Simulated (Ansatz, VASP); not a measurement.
# Two plane-wave programs on Cs2Ti

```xyz
3
Lattice="6.9468 0.0000 0.0000 0.0000 6.9468 0.0000 0.0000 0.0000 3.6791" Properties=species:S:1:pos:R:3 pbc="T T T"
Cs    0.0000    3.4734    1.8396
Cs    3.4734    0.0000    1.8396
Ti    3.4734    3.4734    0.0000
```

Alike in both runs: functional PBE; k mesh 4 × 4 × 6; occupations gaussian, width 0.1 eV; no spin polarisation.

Ansatz relaxed the structure, and its values are those at the end. VASP's run is a single point on that final structure, the one shown.

|  | VASP | Ansatz |
| --- | --- | --- |
| version | VASP 6.6.1 | Ansatz 0.2.0 |
| potentials or method | VASP PAW PBE potentials, release 64 (Cs_sv, Ti_sv), cutoff 520 eV | scalar-relativistic, plane waves, PAW |
| valence electrons in the cell | 30 | 30 |

|  | VASP | Ansatz | Ansatz less VASP |
| --- | --- | --- | --- |
| gap on the k mesh at the Fermi level (eV) | none | none | - |
| pressure (GPa) | 0.2 | 0.2 | 0.00 |

A gap of «none» marks a metal or a gap that the smearing closes.

Neither program's run includes spin-orbit coupling.
